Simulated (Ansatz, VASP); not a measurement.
## Two plane-wave programs on Ga7As

Contents of INCAR:

```
SYSTEM = Ga7As
  PREC = Accurate
  ENCUT = 520
  EDIFF = 1E-6
  ISMEAR = 0
  SIGMA = 0.1
  LREAL = .False.
  LASPH = .True.
  NELM = 80
  ALGO = Fast
  ISIF = 2
  LWAVE = .False.
  LCHARG = .False.
  GGA = PE
  NBANDS = 58
```

The input KPOINTS:

```
Automatic mesh
0
Gamma
  6 6 6
  0 0 0
```

POSCAR

```
Ga7As
1.0
    0.0000000000      4.2486592054      4.2486592054
    4.2486592054      0.0000000000      4.2486592054
    4.2486592054      4.2486592054      0.0000000000
Ga As
7 1
Direct
    0.5000000000      0.5000000000      0.5000000000
    0.0000000000      0.0000000000      0.5000000000
    0.5000000000      0.0000000000      0.5000000000
    0.0000000000      0.5000000000      0.5000000000
    0.5000000000      0.5000000000      0.0000000000
    0.0000000000      0.5000000000      0.0000000000
    0.5000000000      0.0000000000      0.0000000000
    0.0000000000      0.0000000000      0.0000000000
```

Input for Ansatz:

```yaml
crystal:
  lattice:
    - [0.0, 4.2486592015, 4.2486592015]
    - [4.2486592015, 0.0, 4.2486592015]
    - [4.2486592015, 4.2486592015, 0.0]
  atoms:
    - { symbol: Ga, position: [0.5, 0.5, 0.5] }
    - { symbol: Ga, position: [0.0, 0.0, 0.5] }
    - { symbol: Ga, position: [0.5, 0.0, 0.5] }
    - { symbol: Ga, position: [0.0, 0.5, 0.5] }
    - { symbol: Ga, position: [0.5, 0.5, 0.0] }
    - { symbol: Ga, position: [0.0, 0.5, 0.0] }
    - { symbol: Ga, position: [0.5, 0.0, 0.0] }
    - { symbol: As, position: [0.0, 0.0, 0.0] }
basis:
  ecutwfc: 420
kpoints:
  mp_grid: { grid: [6, 6, 6] }
  band_path:
    path:
      - [[0.0, 0.0, 0.0], [0.5, 0.0, 0.5], [0.625, 0.25, 0.625]]
      - [[0.375, 0.375, 0.75], [0.0, 0.0, 0.0], [0.5, 0.5, 0.5], [0.5, 0.25, 0.75], [0.5, 0.0, 0.5]]
    npoints: 14
hamiltonian:
  xc: pbe
scf:
  occupations: { method: gaussian, width: 0.1 }
  n_extra_bands: 20
output:
  forces: true
  stress: true
  eigenvalues: true
  populations: true
  dos: { projected: true, de: 0.02, nscf_kmesh: { grid: [8, 8, 8] } }
  bader: true
  write_density: true
  write_potential: true
  elf: true
  volumetric_format: npy
```

Alike in both runs: task single point; functional PBE; k mesh 6 × 6 × 6; occupations gaussian, width 0.1 eV; no spin polarisation.

|  | VASP | Ansatz |
| --- | --- | --- |
| version | VASP 6.6.1 | Ansatz 0.2.0 |
| potentials or method | VASP PAW PBE potentials, release 64 (Ga_d, As), cutoff 520 eV | scalar-relativistic, plane waves, PAW |
| valence electrons in the cell | 96 | 106 |

```csv
,VASP,Ansatz,Ansatz less VASP
gap on the k mesh at the Fermi level (eV),none,none,-
pressure (GPa),0.0,0.0,-0.05
```

A gap of «none» marks a metal or a gap that the smearing closes. VASP's potentials hold 96 valence electrons a cell and Ansatz's 106, so a difference there can come from the potentials and not from the codes.
